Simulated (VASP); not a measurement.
# LiNbO3 (R-3c) in VASP: notebook

Runs on LiNbO3. Level: PBE. Tasks: single point.

All numbers are computed with VASP 6.6.1; they aren't measurements. Logs are shortened: lines on timing, memory, paths and dates and some standing lists are left out, and cuts for length are marked.

## (1) The cell of the first run

The structure is trigonal, space group R-3c (No. 167). Conventional cell: a = 5.172 Å, b = 5.172 Å, c = 13.588 Å, α = 90.00°, β = 90.00°, γ = 120.00°. Within 2.6 Å of Li (site symmetry 32) lie 3 O at 1.94 Å. Within 2.6 Å of Nb (site symmetry -3) lie 6 O at 1.98 Å. Within 2.6 Å of O (site symmetry 2) lie 1 Li at 1.94 Å and 2 Nb at 1.98 Å.

## (2) Single point, PBE (10.49 Å³/atom)

INCAR reads:

```
SYSTEM = LiNbO3
PREC     = Accurate       ! precision mode
ENCUT    = 520            ! plane-wave cutoff, eV
EDIFF    = 1E-6           ! SCF threshold, eV
ISMEAR   = -1             ! smearing method
SIGMA    = 0.02           ! smearing width, eV
LREAL    = .FALSE.        ! projectors in reciprocal space
LASPH    = .TRUE.         ! aspherical terms in the spheres
NELM     = 100            ! most SCF steps
ALGO     = Normal         ! electronic algorithm
ISIF     = 2              ! what is computed and relaxed
LWAVE    = .FALSE.        ! write WAVECAR
LCHARG   = .FALSE.        ! write CHGCAR
GGA      = PE             ! functional
NBANDS   = 45             ! bands
```

KPOINTS reads:

```
regular mesh
0
G
  7 7 7
  0 0 0
```

POSCAR reads:

```
LiNbO3
1.0
    2.5859140986      1.4929782009      4.5293693453
   -2.5859140986      1.4929782009      4.5293693453
    0.0000000000     -2.9859564019      4.5293693453
Li Nb O
2 2 6
Direct
    0.7500000000      0.7500000000      0.7500000000
    0.2500000000      0.2500000000      0.2500000000
    0.5000000000      0.5000000000      0.5000000000
    0.0000000000      0.0000000000      0.0000000000
    0.6246290111      0.8753709889      0.2500000000
    0.2500000000      0.6246290111      0.8753709889
    0.8753709889      0.2500000000      0.6246290111
    0.7500000000      0.3753709889      0.1246290111
    0.3753709889      0.1246290111      0.7500000000
    0.1246290111      0.7500000000      0.3753709889
```

Potentials or basis: VASP PAW PBE potentials, release 64 (Li_sv, Nb_sv, O).

Command:

```bash
> cat potpaw_PBE.64/Li_sv/POTCAR potpaw_PBE.64/Nb_sv/POTCAR potpaw_PBE.64/O/POTCAR > POTCAR
> mpirun -np 1 vasp_std > vasp.out
```

OUTCAR:

```text
SYSTEM = LiNbO3
   PREC = Accurate
   ENCUT = 520
   EDIFF = 1E-6
   ISMEAR = -1
   LREAL = .FALSE.
   LASPH = .TRUE.
   NELM = 100
   ISIF = 2
   GGA = PE

 ion  position               nearest neighbor table
   1  0.750  0.750  0.750-   9 1.94   8 1.94  10 1.94
   2  0.250  0.250  0.250-   5 1.94   6 1.94   7 1.94
   3  0.500  0.500  0.500-   5 1.98   9 1.98   7 1.98  10 1.98   6 1.98   8 1.98
   4  0.000  0.000  0.000-   5 1.98   9 1.98   8 1.98   6 1.98   7 1.98  10 1.98
   5  0.625  0.875  0.250-   2 1.94   3 1.98   4 1.98
   6  0.250  0.625  0.875-   2 1.94   4 1.98   3 1.98
   7  0.875  0.250  0.625-   2 1.94   3 1.98   4 1.98
   8  0.750  0.375  0.125-   1 1.94   4 1.98   3 1.98
   9  0.375  0.125  0.750-   1 1.94   3 1.98   4 1.98
  10  0.125  0.750  0.375-   1 1.94   3 1.98   4 1.98

  LATTYP: Found a trigonal (rhomboedric) cell.
 ALAT       =     5.4250458339
 COS(alpha) =     0.5455863587

  Lattice vectors:

 A1 = (   2.5859140986,   1.4929782009,   4.5293693453)
 A2 = (  -2.5859140986,   1.4929782009,   4.5293693453)
 A3 = (   0.0000000000,  -2.9859564019,   4.5293693453)

Analysis of symmetry for initial positions (statically):
=====================================================================
 Subroutine PRICEL returns:
 Original cell was already a primitive cell.

 Routine SETGRP: Setting up the symmetry group for a
 trigonal (rhombohedral) supercell.

 Subroutine GETGRP returns: Found 12 space group operations
 (whereof  6 operations were pure point group operations)
 out of a pool of 12 trial point group operations.

The static configuration has the point symmetry S_6 .
 The point group associated with its full space group is D_3d.

Analysis of symmetry for dynamics (positions and initial velocities):
=====================================================================
 Subroutine PRICEL returns:
 Original cell was already a primitive cell.

 Routine SETGRP: Setting up the symmetry group for a
 trigonal (rhombohedral) supercell.

 Subroutine GETGRP returns: Found 12 space group operations
 (whereof  6 operations were pure point group operations)
 out of a pool of 12 trial point group operations.

The dynamic configuration has the point symmetry S_6 .
 The point group associated with its full space group is D_3d.

 Subroutine INISYM returns: Found 12 space group operations
 (whereof  6 operations are pure point group operations),
 and found     1 'primitive' translations
[... 111 lines left out ...]
   EDIFF  = 0.1E-05   stopping-criterion for ELM
   LREAL  =      F    real-space projection
   EDIFFG = 0.1E-04   stopping-criterion for IOM
   NSW    =      0    number of steps for IOM
   IBRION =     -1    ionic relax: 0-MD 1-quasi-New 2-CG
   NFREE  =      0    steps in history (QN), initial steepest desc. (CG)
   ISIF   =      2    stress and relaxation
   ISYM   =      2    0-nonsym 1-usesym 2-fastsym
   POTIM  = 0.5000    time-step for ionic-motion
   TEBEG  =    0.0;   TEEND  =   0.0 temperature during run
   PSTRESS=    0.0 pullay stress
   NELECT =      68.0000    total number of electrons
   NUPDOWN=      -1.0000    fix difference up-down
   EMIN   =  10.00;   EMAX   =-10.00  energy-range for DOS
   EFERMI =   0.00;   METHOD = LEGACY
   ISMEAR =    -1;   SIGMA  =   0.02  broadening in eV -4-tet -1-fermi 0-gaus
   EFERMI_NEDOS =   21; number of points for ismear=-14 and -15
   IALGO  =     38    algorithm
   IMIX   =      4    mixing-type and parameters
     AMIX     =   0.40;   BMIX     =  1.00
     AMIX_MAG =   1.60;   BMIX_MAG =  1.00
  volume/ion in A,a.u.               =      10.49        70.80
  Fermi-wavevector in a.u.,A,eV,Ry     =   1.416747  2.677264 27.309232  2.007172
  Thomas-Fermi vector in A             =   2.538049
   LORBIT       =      0    0 simple, 1 ext, 2 COOP (PROOUT), +10 PAW based schemes
   GGA     = PE    functional components
   LHFCALC =     F    Hartree Fock is set to
   AEXX    =    0.0000 exact exchange contribution
   IVDW    =     0    specifies the selected vdW correction
   LEPSILON=     F    determine dielectric tensor
   LRPA    =     F    only Hartree local field effects (RPA)
 non-spin polarized calculation
  energy-cutoff  :      520.00
  volume of cell :      104.92
 maximum number of plane-waves:      2851
   NGX = 21   NGY = 21   NGZ = 21

 number of electron      68.0000004 magnetization

 Free energy of the ion-electron system (eV)
  ---------------------------------------------------
  ext. energy  EPLUGINS =         0.00000000
  ---------------------------------------------------
  free energy    TOTEN  =       -79.68136725 eV

  energy without entropy =      -79.68136725  energy(sigma->0) =      -79.68136725

 E-fermi :   4.3726     XC(G=0): -10.8736

 val. band max:        3.8398934912   @ k =  -0.1429   0.1429   0.0000
 cond. band min:       6.4528049044   @ k =   0.4286   0.4286  -0.0000
 fundamental gap:      2.6129114132
 Fermi energy:         4.3725605198

 k-point     1 :       0.0000    0.0000    0.0000
  band No.  band energies     occupation
      1     -50.5936      2.00000
      2     -50.5769      2.00000
      3     -38.8848      2.00000
      4     -38.8827      2.00000
      5     -26.8373      2.00000
      6     -26.8373      2.00000
[... 1141 lines left out ...]
     44      13.1601      0.00000
     45      14.2132      0.00000

 [... further k-points ...]
[... 5 lines left out ...]
  --------------------------------------------------------------------------------------
  -------------------------------------------------------------------------------------
  Total        3.1770303      3.1770303      3.7458590      0.0000000     -0.0000000      0.0000000
  in kB       48.5149277     48.5149277     57.2012429      0.0000000     -0.0000000      0.0000000
  external PRESSURE =      51.4103661 kB  Pullay stress =       0.0000000 kB

 VOLUME and BASIS-vectors are now :
 -----------------------------------------------------------------------------
  energy-cutoff  :      520.00
  volume of cell :      104.92
      direct lattice vectors                 reciprocal lattice vectors
     2.585914099  1.492978201  4.529369345     0.193355224  0.111633691  0.073593763
    -2.585914099  1.492978201  4.529369345    -0.193355224  0.111633691  0.073593763
     0.000000000 -2.985956402  4.529369345     0.000000000 -0.223267381  0.073593763

 POSITION                                       TOTAL-FORCE (eV/Angst)
 -----------------------------------------------------------------------------------
      0.00000     -0.00000     10.19108        -0.000000     -0.000000     -0.000000
      0.00000     -0.00000      3.39703        -0.000000     -0.000000     -0.000000
      0.00000     -0.00000      6.79405         0.000000     -0.000000     -0.000000
      0.00000      0.00000      0.00000         0.000000     -0.000000     -0.000000
     -0.64840      1.49298      7.92640         0.026221     -0.000000      0.000000
     -0.96876     -1.30802      7.92640        -0.013110      0.022708     -0.000000
      1.61716     -0.18496      7.92640        -0.013110     -0.022708     -0.000000
      0.96876      1.30802      5.66171         0.013110     -0.022708     -0.000000
      0.64840     -1.49298      5.66171        -0.026221     -0.000000     -0.000000
     -1.61716      0.18496      5.66171         0.013110      0.022708     -0.000000
 -----------------------------------------------------------------------------------
    total drift:                               -0.000000      0.000000      0.000000

  FREE ENERGIE OF THE ION-ELECTRON SYSTEM (eV)
  ---------------------------------------------------
  free  energy   TOTEN  =       -79.6813672519 eV

  energy  without entropy=      -79.6813672519  energy(sigma->0) =      -79.68136725
```

OSZICAR:

```text
N       E                     dE             d eps       ncg     rms          rms(c)
DAV:   1     0.731048734470E+03    0.73105E+03   -0.36993E+04  3960   0.160E+03
DAV:   2    -0.320915810294E+02   -0.76314E+03   -0.73841E+03  5141   0.545E+02
DAV:   3    -0.927214212655E+02   -0.60630E+02   -0.60128E+02  5880   0.143E+02
DAV:   4    -0.980562882689E+02   -0.53349E+01   -0.53171E+01  7016   0.380E+01
DAV:   5    -0.983101864927E+02   -0.25390E+00   -0.25378E+00  5993   0.628E+00    0.271E+01
DAV:   6    -0.796180744417E+02    0.18692E+02   -0.82849E+01  5744   0.529E+01    0.895E+00
DAV:   7    -0.796629505795E+02   -0.44876E-01   -0.75043E+00  6360   0.145E+01    0.530E+00
DAV:   8    -0.796714488479E+02   -0.84983E-02   -0.83296E-01  6368   0.591E+00    0.167E+00
DAV:   9    -0.796759384602E+02   -0.44896E-02   -0.94089E-02  5566   0.225E+00    0.955E-01
DAV:  10    -0.796816172970E+02   -0.56788E-02   -0.32033E-02  5520   0.131E+00    0.184E-01
DAV:  11    -0.796813243338E+02    0.29296E-03   -0.33473E-03  5593   0.409E-01    0.535E-02
DAV:  12    -0.796813621412E+02   -0.37807E-04   -0.40289E-04  5888   0.158E-01    0.199E-02
DAV:  13    -0.796813688898E+02   -0.67486E-05   -0.88292E-05  6536   0.458E-02    0.133E-02
DAV:  14    -0.796813680431E+02    0.84662E-06   -0.14581E-05  5184   0.231E-02    0.575E-03
DAV:  15    -0.796813672519E+02    0.79122E-06   -0.20061E-06  3801   0.142E-02
   1 F= -.79681367E+02 E0= -.79681367E+02  d E =-.805125E-13
```

stdout:

```text
POSCAR found type information on POSCAR LiNbO
 POSCAR found :  3 types and      10 ions
 scaLAPACK will be used
 LDA part: xc-table for (Slater+PW92), standard interpolation
 POSCAR, INCAR and KPOINTS ok, starting setup
 FFT: planning ... GRIDC
 FFT: planning ... GRID_SOFT
 FFT: planning ... GRID
 WAVECAR not read
 entering main loop
```

Wall time 4.8 min (1 thread of Intel Xeon Platinum 8488C (Sapphire Rapids), shared host); peak memory 0.33 GiB.

Results:

```
Free energy            : -79.6814 eV
Largest force          : 0.026 eV/Å
Band gap on the k mesh : 2.61 eV (least direct gap 2.67 eV)
```

Forces on the atoms (eV/Å):
```
Li   0.000  0.000  0.000
Li   0.000  0.000  0.000
Nb   0.000  0.000  0.000
Nb   0.000  0.000  0.000
O    0.026  0.000  0.000
O   -0.013  0.023  0.000
O   -0.013 -0.023  0.000
O    0.013 -0.023  0.000
O   -0.026  0.000  0.000
O    0.013  0.023  0.000
```

Caveat: the cutoff is under 1.25 times the usual one of these potentials, so pressure, stress and relaxed cells hold a basis-set (Pulay) error. A k mesh can miss the band edges.

## (3) Single point, PBE (z stretched by +2 %, then relaxed in part)

INCAR reads:

```
SYSTEM = LiNbO3
PREC = Accurate ; ENCUT = 520
EDIFF = 1E-6 ; ISMEAR = -1
SIGMA = 0.02 ; LREAL = .FALSE.
LASPH = .TRUE. ; NELM = 60
ALGO = Normal ; ISIF = 2
LWAVE = .FALSE. ; LCHARG = .FALSE.
GGA = PE ; NBANDS = 45
```

KPOINTS reads:

```
Automatic mesh
0
G
  7 7 7
  0 0 0
```

POSCAR reads:

```
LiNbO3
1.0
    2.5689010133      1.4831556916      4.5895614000
   -2.5689010133      1.4831556916      4.5895614000
    0.0000000000     -2.9663113832      4.5895614000
Li Nb O
2 2 6
Direct
    0.7500000000      0.7500000000      0.7500000000
    0.2500000000      0.2500000000      0.2500000000
    0.5000000000      0.5000000000      0.5000000000
    0.0000000000      0.0000000000      0.0000000000
    0.6241640262      0.8758359738      0.2500000000
    0.2500000000      0.6241640262      0.8758359738
    0.8758359738      0.2500000000      0.6241640262
    0.7500000000      0.3758359738      0.1241640262
    0.3758359738      0.1241640262      0.7500000000
    0.1241640262      0.7500000000      0.3758359738
```

Potentials or basis: VASP PAW PBE potentials, release 64 (Li_sv, Nb_sv, O).

Command:

```bash
> cat potpaw_PBE.64/Li_sv/POTCAR potpaw_PBE.64/Nb_sv/POTCAR potpaw_PBE.64/O/POTCAR > POTCAR
> mpirun -np 1 vasp_std > vasp.out
```

Wall time 6.9 min (1 thread of Intel Xeon Platinum 8488C (Sapphire Rapids), shared host); peak memory 0.36 GiB.

Results (log left out):

```
Free energy            : -79.6739 eV
Largest force          : 0.027 eV/Å
Band gap on the k mesh : 2.60 eV (least direct gap 2.69 eV)
```

Forces on the atoms (eV/Å):
```
Li   0.000  0.000  0.000
Li   0.000  0.000  0.000
Nb   0.000  0.000  0.000
Nb   0.000  0.000  0.000
O    0.027  0.000  0.000
O   -0.014  0.024  0.000
O   -0.014 -0.024  0.000
O    0.014 -0.024  0.000
O   -0.027  0.000  0.000
O    0.014  0.024  0.000
```

Levels at points of the mesh, in eV from the valence-band top:
```csv
k point,band 31,band 32,band 33,band 34,band 35,band 36,band 37,band 38
"(0.00, 0.00, 0.00)",-0.30,-0.16,-0.16,-0.05,2.64,2.64,2.85,4.70
```

Caveat: the cell differs from its parent crystal (z stretched by +2 %, then relaxed in part); the cutoff is under 1.25 times the usual one of these potentials, so pressure, stress and relaxed cells hold a basis-set (Pulay) error. A k mesh can miss the band edges.

(Continued in part 2 of 2.)
